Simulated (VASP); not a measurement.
## C: single point with PBE

C:

```
C
1.0
     0.00000    1.78012    1.78012
     1.75342    0.00000    1.78012
     1.75342    1.78012    0.00000
C
2
Direct
  0.00000 0.00000 0.00000
  0.25000 0.25000 0.25000
```

This cell differs from its parent crystal: uniaxial x strain -1.5%.

```yaml
Program: VASP 6.6.1
Task: single point
Functional: PBE
Potentials_or_basis: VASP PAW PBE potentials, release 64 (C)
Cutoff: 520 eV
k_mesh: 12 × 12 × 12
Occupations: fermi-dirac, width 0.02 eV
Spin: no spin polarisation
```

```
Pressure               : 11.9 GPa
Band gap on the k mesh : 3.81 eV, indirect (least direct gap 5.37 eV)
```

Stress tensor (GPa, compression positive):
```
21.37  0.00  0.00
 0.00  7.22  0.00
 0.00  0.00  7.22
```

Levels at points of the mesh, in eV from the valence-band top:
```csv
k point,band 1,band 2,band 3,band 4,band 5,band 6,band 7,band 8,band 9
"(0.00, 0.00, 0.00)",-21.91,-0.23,-0.23,0.00,5.37,5.56,5.56,13.65,19.41
"(0.50, 0.00, 0.00)",-16.01,-13.75,-3.14,-2.87,8.33,8.34,9.10,15.74,22.04
"(0.50, 0.50, 0.00)",-13.14,-13.14,-6.50,-6.50,4.77,4.77,16.93,16.93,23.39
"(0.00, 0.50, 0.50)",-12.90,-12.90,-6.73,-6.73,4.41,4.41,17.02,17.02,23.62
```

It took 14 s on 1 thread of AMD EPYC 7R13 Processor (Zen 3) (shared host), peak memory 0.09 GiB.

Caveat: the cell differs from its parent crystal (uniaxial x strain -1.5%). A k mesh can miss the band edges.
